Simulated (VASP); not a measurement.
# Sb (R-3m) in VASP: single point with LDA

Aim: the single point of Sb with LDA.

All numbers are computed with VASP 6.6.1; they aren't measurements. Logs are shortened: lines on timing, memory, paths and dates and some standing lists are left out, and cuts for length are marked.

## Step 1: The cell of the first run

It takes space group R-3m (No. 166, trigonal). Conventional cell: a = 4.301 Å, b = 4.301 Å, c = 11.232 Å, α = 90.00°, β = 90.00°, γ = 120.00°. Within 3.8 Å of Sb (site symmetry 3m) lie 6 Sb at 2.90 to 3.34 Å.

## Step 2: Single point, LDA

INCAR

```
SYSTEM = Sb
ALGO = Normal
EDIFF = 1E-6
ENCUT = 500
GGA = CA
GGA_COMPAT = .False.
ISIF = 2
ISMEAR = 0
LASPH = .True.
LCHARG = .False.
LREAL = .False.
LWAVE = .False.
NBANDS = 22
NELM = 120
PREC = Accurate
SIGMA = 0.1
```

KPOINTS

```
k-points
0
Gamma
  6 6 6
  0 0 0
```

POSCAR

```
Sb
1.0
    2.1506003320      1.2416496806      3.7440000000
   -2.1506003320      1.2416496806      3.7440000000
    0.0000000000     -2.4832993611      3.7440000000
Sb
2
Direct
    0.2336400000      0.2336400000      0.2336400000
    0.7663600000      0.7663600000      0.7663600000
```

Potentials or basis: VASP PAW LDA potentials, release 64 (Sb_d_GW).

On the command line:

```sh
$ cat potpaw_LDA.64/Sb_d_GW/POTCAR > POTCAR
$ mpirun -np 1 vasp_std > vasp.out
```

OUTCAR:

```text
SYSTEM = Sb
   EDIFF = 1E-6
   ENCUT = 500
   GGA = CA
   ISIF = 2
   ISMEAR = 0
   LASPH = .True.
   LREAL = .False.
   NELM = 120
   PREC = Accurate

 ion  position               nearest neighbor table
   1  0.234  0.234  0.234-   2 2.90   2 2.90   2 2.90   2 3.34   2 3.34   2 3.34
   2  0.766  0.766  0.766-   1 2.90   1 2.90   1 2.90   1 3.34   1 3.34   1 3.34

  LATTYP: Found a trigonal (rhomboedric) cell.
 ALAT       =     4.4926953733
 COS(alpha) =     0.5417151843

  Lattice vectors:

 A1 = (   2.1506003320,   1.2416496806,   3.7440000000)
 A2 = (  -2.1506003320,   1.2416496806,   3.7440000000)
 A3 = (   0.0000000000,  -2.4832993611,   3.7440000000)

Analysis of symmetry for initial positions (statically):
=====================================================================
 Subroutine PRICEL returns:
 Original cell was already a primitive cell.

 Routine SETGRP: Setting up the symmetry group for a
 trigonal (rhombohedral) supercell.

 Subroutine GETGRP returns: Found 12 space group operations
 (whereof 12 operations were pure point group operations)
 out of a pool of 12 trial point group operations.

The static configuration has the point symmetry D_3d.

Analysis of symmetry for dynamics (positions and initial velocities):
=====================================================================
 Subroutine PRICEL returns:
 Original cell was already a primitive cell.

 Routine SETGRP: Setting up the symmetry group for a
 trigonal (rhombohedral) supercell.

 Subroutine GETGRP returns: Found 12 space group operations
 (whereof 12 operations were pure point group operations)
 out of a pool of 12 trial point group operations.

The dynamic configuration has the point symmetry D_3d.

 Subroutine INISYM returns: Found 12 space group operations
 (whereof 12 operations are pure point group operations),
 and found     1 'primitive' translations

----------------------------------------------------------------------------------------

                                     Primitive cell

  volume of cell :      59.9854

  direct lattice vectors                    reciprocal lattice vectors
     2.150600332  1.241649681  3.744000000     0.232493222  0.134230024  0.089031339
    -2.150600332  1.241649681  3.744000000    -0.232493222  0.134230024  0.089031339
     0.000000000 -2.483299361  3.744000000     0.000000000 -0.268460048  0.089031339

  length of vectors
     4.492695373  4.492695373  4.492695373     0.282838075  0.282838075  0.282838075
[... 66 lines left out ...]
   dimension x,y,z NGX =    36 NGY =   36 NGZ =   36
   dimension x,y,z NGXF=    72 NGYF=   72 NGZF=   72
   ions per type =               2
   NGX,Y,Z   is equivalent  to a cutoff of  13.32, 13.32, 13.32 a.u.
   NGXF,Y,Z  is equivalent  to a cutoff of  26.64, 26.64, 26.64 a.u.
 SYSTEM =  Sb
   PREC   = accura    normal or accurate (medium, high low for compatibility)
   ISTART =      0    job   : 0-new  1-cont  2-samecut
   ICHARG =      2    charge: 1-file 2-atom 10-const
   ISPIN  =      1    spin polarized calculation?
   LNONCOLLINEAR =      F non collinear calculations
   LSORBIT =      F    spin-orbit coupling
   LASPH  =      T    aspherical Exc in radial PAW
   ENCUT  =  500.0 eV  36.75 Ry    6.06 a.u.   8.19  8.19  8.19*2*pi/ulx,y,z
   NELM   =    120;   NELMIN=  2; NELMDL= -5     # of ELM steps
   EDIFF  = 0.1E-05   stopping-criterion for ELM
   LREAL  =      F    real-space projection
[... 7 lines left out ...]
   TEBEG  =    0.0;   TEEND  =   0.0 temperature during run
   PSTRESS=    0.0 pullay stress
   NELECT =      30.0000    total number of electrons
   NUPDOWN=      -1.0000    fix difference up-down
   EMIN   =  10.00;   EMAX   =-10.00  energy-range for DOS
   EFERMI =   0.00;   METHOD = LEGACY
   ISMEAR =     0;   SIGMA  =   0.10  broadening in eV -4-tet -1-fermi 0-gaus
   EFERMI_NEDOS =   21; number of points for ismear=-14 and -15
   IALGO  =     38    algorithm
   IMIX   =      4    mixing-type and parameters
     AMIX     =   0.40;   BMIX     =  1.00
     AMIX_MAG =   1.60;   BMIX_MAG =  1.00
  volume/ion in A,a.u.               =      29.99       202.40
  Fermi-wavevector in a.u.,A,eV,Ry     =   1.299471  2.455644 22.975140  1.688625
  Thomas-Fermi vector in A             =   2.430733
   LORBIT       =      0    0 simple, 1 ext, 2 COOP (PROOUT), +10 PAW based schemes
   GGA     = CA    functional components
   LHFCALC =     F    Hartree Fock is set to
   AEXX    =    0.0000 exact exchange contribution
   IVDW    =     0    specifies the selected vdW correction
   LEPSILON=     F    determine dielectric tensor
   LRPA    =     F    only Hartree local field effects (RPA)
 non-spin polarized calculation
 Gauss-broadening in eV      SIGMA  =   0.10
  energy-cutoff  :      500.00
  volume of cell :       59.99
 maximum number of plane-waves:      1534
 NGX is ok and might be reduce to    36
   NGX = 17   NGY = 17   NGZ = 17

 number of electron      30.0000006 magnetization

 Free energy of the ion-electron system (eV)
  ---------------------------------------------------
  ext. energy  EPLUGINS =         0.00000000
  ---------------------------------------------------
  free energy    TOTEN  =        -9.65580480 eV

  energy without entropy =       -9.65384992  energy(sigma->0) =       -9.65482736

 E-fermi :   5.2483     XC(G=0): -10.1855

 val. band max:        4.9940239975   @ k =   0.5000   0.0000   0.0000
 cond. band min:       5.2585095504   @ k =   0.3333   0.1667   0.1667
 fundamental gap:      0.2644855529
 Fermi energy:         5.2483350009

 k-point     1 :       0.0000    0.0000    0.0000
  band No.  band energies     occupation
      1     -24.1382      2.00000
      2     -24.1382      2.00000
      3     -24.0449      2.00000
      4     -24.0449      2.00000
      5     -24.0197      2.00000
      6     -23.9276      2.00000
[... 589 lines left out ...]
     21      15.4609      0.00000
     22      16.0918      0.00000

 [... further k-points ...]
[... 5 lines left out ...]
  --------------------------------------------------------------------------------------
  -------------------------------------------------------------------------------------
  Total       -0.2802422     -0.2802422     -0.3643968      0.0000000     -0.0000000      0.0000000
  in kB       -7.4851102     -7.4851102     -9.7328320      0.0000000     -0.0000000      0.0000000
  external PRESSURE =      -8.2343508 kB  Pullay stress =       0.0000000 kB

 VOLUME and BASIS-vectors are now :
 -----------------------------------------------------------------------------
  energy-cutoff  :      500.00
  volume of cell :       59.99
      direct lattice vectors                 reciprocal lattice vectors
     2.150600332  1.241649681  3.744000000     0.232493222  0.134230024  0.089031339
    -2.150600332  1.241649681  3.744000000    -0.232493222  0.134230024  0.089031339
     0.000000000 -2.483299361  3.744000000     0.000000000 -0.268460048  0.089031339

 POSITION                                       TOTAL-FORCE (eV/Angst)
 -----------------------------------------------------------------------------------
      0.00000      0.00000      2.62424         0.000000     -0.000000     -0.050606
      0.00000      0.00000      8.60776         0.000000      0.000000      0.050606
 -----------------------------------------------------------------------------------
    total drift:                               -0.000000      0.000000      0.000000

  FREE ENERGIE OF THE ION-ELECTRON SYSTEM (eV)
  ---------------------------------------------------
  free  energy   TOTEN  =        -9.6558047959 eV

  energy  without entropy=       -9.6538499165  energy(sigma->0) =       -9.65482736
```

OSZICAR:

```text
N       E                     dE             d eps       ncg     rms          rms(c)
DAV:   1     0.229044146835E+03    0.22904E+03   -0.93393E+03  2000   0.135E+04
DAV:   2     0.231727542937E+02   -0.20587E+03   -0.19826E+03  2712   0.157E+03
DAV:   3    -0.810722808044E+01   -0.31280E+02   -0.31098E+02  2774   0.247E+02
DAV:   4    -0.963319673438E+01   -0.15260E+01   -0.15252E+01  2446   0.379E+01
DAV:   5    -0.967836350135E+01   -0.45167E-01   -0.45158E-01  2144   0.694E+00    0.391E+00
DAV:   6    -0.966491667979E+01    0.13447E-01   -0.52115E-02  2768   0.619E+00    0.243E+00
DAV:   7    -0.965581747717E+01    0.90992E-02   -0.11148E-02  2608   0.502E+00    0.945E-02
DAV:   8    -0.965579489009E+01    0.22587E-04   -0.10294E-03  2564   0.144E+00    0.570E-02
DAV:   9    -0.965580441798E+01   -0.95279E-05   -0.41050E-05  2436   0.385E-01    0.131E-02
DAV:  10    -0.965580479588E+01   -0.37790E-06   -0.21866E-06  1166   0.133E-01
   1 F= -.96558048E+01 E0= -.96548274E+01  d E =-.195488E-02
```

stdout:

```text
POSCAR found type information on POSCAR Sb
 POSCAR found :  1 types and       2 ions
 scaLAPACK will be used
 LDA part: xc-table for (Slater(with rela. corr.)+CA(PZ))
 , standard interpolation
 POSCAR, INCAR and KPOINTS ok, starting setup
 FFT: planning ... GRIDC
 FFT: planning ... GRID_SOFT
 FFT: planning ... GRID
 WAVECAR not read
 entering main loop
```

Run time: 34 s. Hardware: 1 thread of Intel Xeon Platinum 8259CL at 2.50GHz (Skylake/Cascade Lake), shared host; peak memory 0.19 GiB.

Results:

```yaml
Free_energy: -9.6558 eV
Pressure: -0.8 GPa
Largest_force: 0.051 eV/Å
Band_gap_on_the_k_mesh: zero (bands 15 and 16 overlap by 0.26 eV)
```

Forces in eV/Å, atoms in the order of the input:
```
Sb   0.000  0.000 -0.051
Sb   0.000  0.000  0.051
```

Stress tensor (GPa, compression positive):
```
-0.75  0.00  0.00
 0.00 -0.75  0.00
 0.00  0.00 -0.97
```

Caveat: spin-orbit coupling is left out, which moves the levels of the heavy elements.

The gap in the log of VASP goes by the Fermi energy; the results here count the filled bands.